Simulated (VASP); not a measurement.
# As in VASP: further runs

As is run at these levels: PBE+D3(BJ); tasks: single point.

All numbers are computed with VASP 6.6.1; they aren't measurements. Logs are shortened: lines on timing, memory, paths and dates and some standing lists are left out, and cuts for length are marked.

### 1 The cell of the first run

The cell holds a slab with vacuum, 4 atoms: a = 3.571 Å, b = 3.571 Å, c = 20.295 Å, α = 90.00°, β = 90.00°, γ = 120.00°.

### 2 Single point, PBE+D3(BJ) (layers slid over each other)

Input file INCAR:

```
SYSTEM = As
PREC = Accurate ; ENCUT = 400
EDIFF = 1E-6 ; ISMEAR = 0
SIGMA = 0.05 ; LREAL = .False.
LASPH = .True. ; NELM = 120
ALGO = Normal ; ISIF = 2
LWAVE = .False. ; LCHARG = .True.
LDIPOL = .True. ; IDIPOL = 3
DIPOL = 0.5 0.5 0.375 ; GGA = PE
IVDW = 12 ; LELF = .True.
LVHAR = .True. ; LVACPOTAV = .True.
NBANDS = 38 ; GGA_COMPAT = .False.
NELMDL = -8
```

Input file KPOINTS:

```
regular mesh
0
Gamma
  9 9 1
  0 0 0
```

Input file POSCAR:

```
As
1.0
    3.5713380906      0.0000000000      0.0000000000
   -1.7856690453      3.0928695120      0.0000000000
    0.0000000000      0.0000000000     20.2952802043
As
4
Direct
    0.3333333333      0.6666666667      0.2905917062
    0.6666666667      0.3333333333      0.2217264287
    1.0000000000      0.3333333333      0.5289545203
    0.6666666667      0.6666666667      0.4600892428
```

Potentials or basis: VASP PAW PBE potentials, release 64 (As_d).

Run with:

```sh
$ cat potpaw_PBE.64/As_d/POTCAR > POTCAR
$ mpirun -np 1 vasp_std > vasp.out
```

OUTCAR:

```text
SYSTEM = As
   PREC = Accurate
   ENCUT = 400
   EDIFF = 1E-6
   ISMEAR = 0
   LREAL = .False.
   LASPH = .True.
   NELM = 120
   ISIF = 2
   GGA = PE
   IVDW = 12
   NELMDL = -8
 IVDW          = 12

 ion  position               nearest neighbor table
   1  0.333  0.667  0.291-   2 2.49   2 2.49   2 2.49
   2  0.667  0.333  0.222-   1 2.49   1 2.49   1 2.49
   3  0.000  0.333  0.529-   4 2.49   4 2.49   4 2.49
   4  0.667  0.667  0.460-   3 2.49   3 2.49   3 2.49

  LATTYP: Found a hexagonal cell.
 ALAT       =     3.5713380906
 C/A-ratio  =     5.6828224294

  Lattice vectors:

 A1 = (   3.5713380906,   0.0000000000,   0.0000000000)
 A2 = (  -1.7856690453,   3.0928695120,   0.0000000000)
 A3 = (   0.0000000000,   0.0000000000,  20.2952802043)

Analysis of symmetry for initial positions (statically):
=====================================================================
 Subroutine PRICEL returns:
 Original cell was already a primitive cell.

 Routine SETGRP: Setting up the symmetry group for a
 hexagonal supercell.

 Subroutine GETGRP returns: Found  2 space group operations
 (whereof  1 operations were pure point group operations)
 out of a pool of 24 trial point group operations.

The static configuration has the point symmetry C_1 .
 The point group associated with its full space group is C_2 .

Analysis of symmetry for dynamics (positions and initial velocities):
=====================================================================
 Subroutine PRICEL returns:
 Original cell was already a primitive cell.

 Routine SETGRP: Setting up the symmetry group for a
 hexagonal supercell.

 Subroutine GETGRP returns: Found  2 space group operations
 (whereof  1 operations were pure point group operations)
 out of a pool of 24 trial point group operations.

The dynamic configuration has the point symmetry C_1 .
 The point group associated with its full space group is C_2 .

 Subroutine INISYM returns: Found  2 space group operations
 (whereof  1 operations are pure point group operations),
 and found     1 'primitive' translations

----------------------------------------------------------------------------------------

                                     Primitive cell

  volume of cell :     224.1752

  direct lattice vectors                    reciprocal lattice vectors
     3.571338091  0.000000000  0.000000000     0.280007094  0.161662171  0.000000000
    -1.785669045  3.092869512  0.000000000     0.000000000  0.323324342  0.000000000
     0.000000000  0.000000000 20.295280204     0.000000000  0.000000000  0.049272540

  length of vectors
     3.571338091  3.571338091 20.295280204     0.323324342  0.323324342  0.049272540

  position of ions in fractional coordinates (direct lattice)
     0.333333333  0.666666667  0.290591706
     0.666666667  0.333333333  0.221726429
     0.000000000  0.333333333  0.528954520
     0.666666667  0.666666667  0.460089243

  ion indices of the primitive-cell ions
   primitive index   ion index
                 1           1
                 2           2
                 3           3
                 4           4

----------------------------------------------------------------------------------------

 KPOINTS: regular mesh

Automatic generation of k-mesh.
 Grid dimensions read from file:
 generate k-points for:    9    9    1

 Generating k-lattice:

  Cartesian coordinates                     Fractional coordinates (reciprocal lattice)
     0.031111899  0.017962463  0.000000000     0.111111111  0.000000000  0.000000000
     0.000000000  0.035924927  0.000000000     0.000000000  0.111111111  0.000000000
     0.000000000  0.000000000  0.049272540     0.000000000  0.000000000  1.000000000

  Length of vectors
     0.035924927  0.035924927  0.049272540

  Shift w.r.t. Gamma in fractional coordinates (k-lattice)
     0.000000000  0.000000000  0.000000000

 Subroutine IBZKPT returns following result:
 ===========================================

 Found     25 irreducible k-points:

 Following reciprocal coordinates:
            Coordinates               Weight
  0.000000  0.000000  0.000000      1.000000
  0.111111  0.000000  0.000000      4.000000
  0.000000  0.111111  0.000000      2.000000
  0.222222  0.000000  0.000000      4.000000
  0.000000  0.222222  0.000000      2.000000
  0.333333  0.000000  0.000000      4.000000
[... 16 lines left out ...]
 -0.222222 -0.444444  0.000000      4.000000
  0.444444  0.333333  0.000000      4.000000
   k-points           NKPTS =     25   k-points in BZ     NKDIM =     25   number of bands    NBANDS=     38
   number of dos      NEDOS =    301   number of ions     NIONS =      4
   total plane-waves  NPLWV =  80640
   dimension x,y,z NGX =    24 NGY =   24 NGZ =  140
   dimension x,y,z NGXF=    48 NGYF=   48 NGZF=  280
   ions per type =               4
   NGX,Y,Z   is equivalent  to a cutoff of  11.17, 11.17, 11.47 a.u.
   NGXF,Y,Z  is equivalent  to a cutoff of  22.34, 22.34, 22.94 a.u.
 SYSTEM =  As
   PREC   = accura    normal or accurate (medium, high low for compatibility)
   ISTART =      0    job   : 0-new  1-cont  2-samecut
   ICHARG =      2    charge: 1-file 2-atom 10-const
   ISPIN  =      1    spin polarized calculation?
   LNONCOLLINEAR =      F non collinear calculations
   LSORBIT =      F    spin-orbit coupling
   LASPH  =      T    aspherical Exc in radial PAW
   ENCUT  =  400.0 eV  29.40 Ry    5.42 a.u.   5.82  5.82 33.10*2*pi/ulx,y,z
   NELM   =    120;   NELMIN=  2; NELMDL= -8     # of ELM steps
   EDIFF  = 0.1E-05   stopping-criterion for ELM
   LREAL  =      F    real-space projection
   EDIFFG = 0.1E-04   stopping-criterion for IOM
   NSW    =      0    number of steps for IOM
   IBRION =     -1    ionic relax: 0-MD 1-quasi-New 2-CG
   NFREE  =      0    steps in history (QN), initial steepest desc. (CG)
   ISIF   =      2    stress and relaxation
   ISYM   =      2    0-nonsym 1-usesym 2-fastsym
   POTIM  = 0.5000    time-step for ionic-motion
   TEBEG  =    0.0;   TEEND  =   0.0 temperature during run
   PSTRESS=    0.0 pullay stress
   NELECT =      60.0000    total number of electrons
   NUPDOWN=      -1.0000    fix difference up-down
   EMIN   =  10.00;   EMAX   =-10.00  energy-range for DOS
   EFERMI =   0.00;   METHOD = LEGACY
   ISMEAR =     0;   SIGMA  =   0.05  broadening in eV -4-tet -1-fermi 0-gaus
   EFERMI_NEDOS =   21; number of points for ismear=-14 and -15
   IALGO  =     38    algorithm
   IMIX   =      4    mixing-type and parameters
     AMIX     =   0.40;   BMIX     =  1.00
     AMIX_MAG =   1.60;   BMIX_MAG =  1.00
  volume/ion in A,a.u.               =      56.04       378.20
  Fermi-wavevector in a.u.,A,eV,Ry     =   1.055025  1.993708 15.144339  1.113078
  Thomas-Fermi vector in A             =   2.190207
   LORBIT       =      0    0 simple, 1 ext, 2 COOP (PROOUT), +10 PAW based schemes
   GGA     = PE    functional components
   LHFCALC =     F    Hartree Fock is set to
   AEXX    =    0.0000 exact exchange contribution
   IVDW    =    12    specifies the selected vdW correction
   LEPSILON=     F    determine dielectric tensor
   LRPA    =     F    only Hartree local field effects (RPA)
 non-spin polarized calculation
 Gauss-broadening in eV      SIGMA  =   0.05
  energy-cutoff  :      400.00
  volume of cell :      224.18
 maximum number of plane-waves:      4093
   NGX = 11   NGY = 11   NGZ = 67

 dipolmoment           0.000000      0.000000      0.000009 electrons x Angstroem

 number of electron      59.9999983 magnetization

 dipolmoment           0.000000      0.000000     -0.000004 electrons x Angstroem

 Free energy of the ion-electron system (eV)
  ---------------------------------------------------
  ext. energy  EPLUGINS =         0.00000000
  ---------------------------------------------------
  free energy    TOTEN  =       -18.66602501 eV

  energy without entropy =      -18.66602501  energy(sigma->0) =      -18.66602501

 E-fermi :  -1.6611     XC(G=0):  -4.9464

 val. band max:       -1.9987951359   @ k =   0.1111   0.1111   0.0000
 cond. band min:      -0.9301938914   @ k =   0.0000   0.3333   0.0000
 fundamental gap:      1.0686012445
 Fermi energy:        -1.6610844338

 k-point     1 :       0.0000    0.0000    0.0000
  band No.  band energies     occupation
      1     -37.3585      2.00000
      2     -37.3584      2.00000
      3     -37.3580      2.00000
      4     -37.3579      2.00000
      5     -37.3176      2.00000
      6     -37.3175      2.00000
[... 30 lines left out ...]
     37       2.6306      0.00000
     38       2.9026      0.00000

 k-point     2 :       0.1111    0.0000    0.0000
  band No.  band energies     occupation
      1     -37.3580      2.00000
      2     -37.3578      2.00000
      3     -37.3545      2.00000
      4     -37.3543      2.00000
      5     -37.3166      2.00000
      6     -37.3159      2.00000
[... 30 lines left out ...]
     37       2.8567      0.00000
     38       3.1185      0.00000

 k-point     3 :       0.0000    0.1111    0.0000
  band No.  band energies     occupation
      1     -37.3577      2.00000
      2     -37.3575      2.00000
      3     -37.3547      2.00000
      4     -37.3546      2.00000
      5     -37.3161      2.00000
      6     -37.3161      2.00000
[... 30 lines left out ...]
     37       2.8560      0.00000
     38       3.1167      0.00000

 k-point     4 :       0.2222    0.0000    0.0000
  band No.  band energies     occupation
      1     -37.3569      2.00000
      2     -37.3566      2.00000
      3     -37.3446      2.00000
      4     -37.3443      2.00000
      5     -37.3139      2.00000
      6     -37.3131      2.00000
[... 30 lines left out ...]
     37       3.3821      0.00000
     38       3.6903      0.00000
[... 703 lines left out ...]
      4     -37.3132      2.00000
      5     -37.2967      2.00000
      6     -37.2966      2.00000
[... 30 lines left out ...]
     37       5.1455      0.00000
     38       5.4520      0.00000

 k-point    23 :      -0.2222   -0.4444    0.0000
  band No.  band energies     occupation
      1     -37.3553      2.00000
      2     -37.3553      2.00000
      3     -37.3132      2.00000
      4     -37.3131      2.00000
      5     -37.2968      2.00000
      6     -37.2965      2.00000
[... 30 lines left out ...]
     37       5.0990      0.00000
     38       5.3763      0.00000

 k-point    24 :       0.4444    0.3333    0.0000
  band No.  band energies     occupation
      1     -37.3554      2.00000
      2     -37.3554      2.00000
      3     -37.3132      2.00000
      4     -37.3131      2.00000
      5     -37.2972      2.00000
      6     -37.2967      2.00000
[... 30 lines left out ...]
     37       5.1403      0.00000
     38       5.5635      0.00000

 [... further k-points ...]

------------------------ aborting loop because EDIFF is reached ----------------------------------------

 Edisp (eV)   -1.06705

 E8    (eV) :    -0.4654

  FORCE on cell =-STRESS in cart. coord.  units (eV):
  Direction    XX          YY          ZZ          XY          YZ          ZX
  --------------------------------------------------------------------------------------
  -------------------------------------------------------------------------------------
  Total       0.12165    -0.10221    -0.16793     0.00000     0.00000     0.32176
  in kB       0.86941    -0.73053    -1.20019     0.00000     0.00000     2.29964
  external pressure =       -0.35 kB  Pullay stress =        0.00 kB

 VOLUME and BASIS-vectors are now :
 -----------------------------------------------------------------------------
  energy-cutoff  :      400.00
  volume of cell :      224.18
      direct lattice vectors                 reciprocal lattice vectors
     3.571338091  0.000000000  0.000000000     0.280007094  0.161662171  0.000000000
    -1.785669045  3.092869512  0.000000000     0.000000000  0.323324342  0.000000000
     0.000000000  0.000000000 20.295280204     0.000000000  0.000000000  0.049272540

 POSITION                                       TOTAL-FORCE (eV/Angst)
 -----------------------------------------------------------------------------------
     -0.00000      2.06191      5.89764        -0.051435      0.002852      0.033720
      1.78567      1.03096      4.50000        -0.023246     -0.002852     -0.012471
     -0.59522      1.03096     10.73528         0.023246     -0.002852      0.012471
      1.19045      2.06191      9.33764         0.051435      0.002852     -0.033720
 -----------------------------------------------------------------------------------
    total drift:                               -0.000003      0.000012     -0.000572

  FREE ENERGIE OF THE ION-ELECTRON SYSTEM (eV)
  ---------------------------------------------------
  free  energy   TOTEN  =       -19.7330764331 eV

  energy  without entropy=      -19.7330764331  energy(sigma->0) =      -19.73307643

 vacuum level on the upper side and lower side of the slab         3.135         3.135
```

It took 100 s on 1 thread of Intel Xeon 6975P-C (Granite Rapids), shared host; peak memory 0.32 GiB.

What came out:

```
Free energy                : -19.7331 eV
Largest force              : 0.062 eV/Å
Band gap on the k mesh     : 1.07 eV (least direct gap 1.59 eV)
Dispersion energy per atom : -0.267 eV
```

Forces in eV/Å, atoms in the order of the input:
```
As  -0.051  0.003  0.034
As  -0.023 -0.003 -0.012
As   0.023 -0.003  0.012
As   0.051  0.003 -0.034
```

Caveat: the cell differs from its parent crystal (layers slid over each other).

### 3 Single point, PBE+D3(BJ) (layers slid over each other)

Input file INCAR:

```
SYSTEM = As
  ALGO = Normal
  DIPOL = 0.5 0.5 0.363
  EDIFF = 1E-6
  ENCUT = 400
  GGA = PE
  GGA_COMPAT = .False.
  IDIPOL = 3
  ISIF = 2
  ISMEAR = 0
  IVDW = 12
  LASPH = .True.
  LCHARG = .False.
  LDIPOL = .True.
  LREAL = .False.
  LWAVE = .False.
  NBANDS = 38
  NELM = 120
  NELMDL = -8
  PREC = Accurate
  SIGMA = 0.05
```

Input file KPOINTS:

```
k-points
0
Gamma
  9 9 1
  0 0 0
```

Changes to POSCAR since step 2:

```diff
@@ -10,3 +10,3 @@
     0.6666666667      0.3333333333      0.2217264287
-    1.0000000000      0.3333333333      0.5289545203
-    0.6666666667      0.6666666667      0.4600892428
+    0.8333333333      0.3333333333      0.5033327996
+    0.5000000000      0.6666666667      0.4344675222
```

Potentials or basis: VASP PAW PBE potentials, release 64 (As_d).

Run with:

```sh
$ cat potpaw_PBE.64/As_d/POTCAR > POTCAR
$ mpirun -np 1 vasp_std > vasp.out
```

It took 2.1 min on 1 thread of Intel Xeon Platinum 8488C (Sapphire Rapids), shared host; peak memory 0.32 GiB.

The run converged. Its results:

* Free energy: -19.4825 eV
* Largest force: 0.635 eV/Å
* Dispersion energy per atom: -0.287 eV

Forces in eV/Å, atoms in the order of the input:
```
As  -0.256  0.006 -0.581
As  -0.102 -0.006 -0.167
As   0.102 -0.006  0.167
As   0.256  0.006  0.581
```

Levels at points of the mesh, in eV from the Fermi level:
```csv
k point,band 26,band 27,band 28,band 29,band 30,band 31,band 32,band 33,band 34,band 35
"(0.00, 0.00, 0.00)",-1.06,-1.04,-0.90,-0.87,-0.36,0.98,1.84,2.36,2.43,2.63
```

Caveat: the cell differs from its parent crystal (layers slid over each other).

### 4 Single point, PBE+D3(BJ) (layers slid over each other)

Input file INCAR:

```
PREC = Accurate
ENCUT = 400
EDIFF = 1E-6
ISMEAR = 0
SIGMA = 0.05
LREAL = False
LASPH = True
NELM = 120
ALGO = Normal
ISIF = 2
LWAVE = False
LCHARG = False
LDIPOL = True
IDIPOL = 3
DIPOL = 0.5 0.5 0.363
GGA = PE
IVDW = 12
NBANDS = 38
GGA_COMPAT = False
NELMDL = -8
```

Input file KPOINTS:

```
Automatic mesh
0
Gamma
  9 9 1
```

Changes to POSCAR since step 3:

```diff
@@ -10,3 +10,3 @@
     0.6666666667      0.3333333333      0.2217264287
-    0.8333333333      0.3333333333      0.5033327996
-    0.5000000000      0.6666666667      0.4344675222
+    1.0000000000      0.3333333333      0.5033327996
+    0.6666666667      0.6666666667      0.4344675222
```

Run with:

```sh
$ cat potpaw_PBE.64/As_d/POTCAR > POTCAR
$ mpirun -np 1 vasp_std > vasp.out
```

Run time: 4.2 min. Hardware: 1 thread of Intel Xeon Platinum 8259CL at 2.50GHz (Skylake/Cascade Lake), shared host; peak memory 0.32 GiB.

It converged, with:

- Free energy: -19.6892 eV
- Largest force: 0.267 eV/Å
- Dispersion energy per atom: -0.287 eV

Forces in eV/Å, atoms in the order of the input:
```
As  -0.193  0.010 -0.183
As  -0.085 -0.010 -0.047
As   0.085 -0.010  0.047
As   0.193  0.010  0.183
```

Levels at points of the mesh, in eV from the Fermi level:
| k point | band 27 | band 28 | band 29 | band 30 | band 31 | band 32 | band 33 | band 34 |
| --- | --- | --- | --- | --- | --- | --- | --- | --- |
| (0.00, 0.00, 0.00) | -0.92 | -0.85 | -0.82 | -0.39 | 1.07 | 1.91 | 2.52 | 2.53 |

Caveat: the cell differs from its parent crystal (layers slid over each other).

### 5 The runs side by side

```csv
cell,largest force (eV/Å)
"as given, atomic positions A",0.06
"as given, atomic positions B",0.64
"as given, atomic positions C",0.27
```

Alike in all rows: task single point; level PBE+D3(BJ); potentials or basis VASP PAW PBE potentials, release 64 (As_d); no spin polarisation; k mesh 9 × 9 × 1; cutoff (eV) 400; smearing gaussian 0.05 eV.

Absolute energies hang on the potentials; compare differences alone.
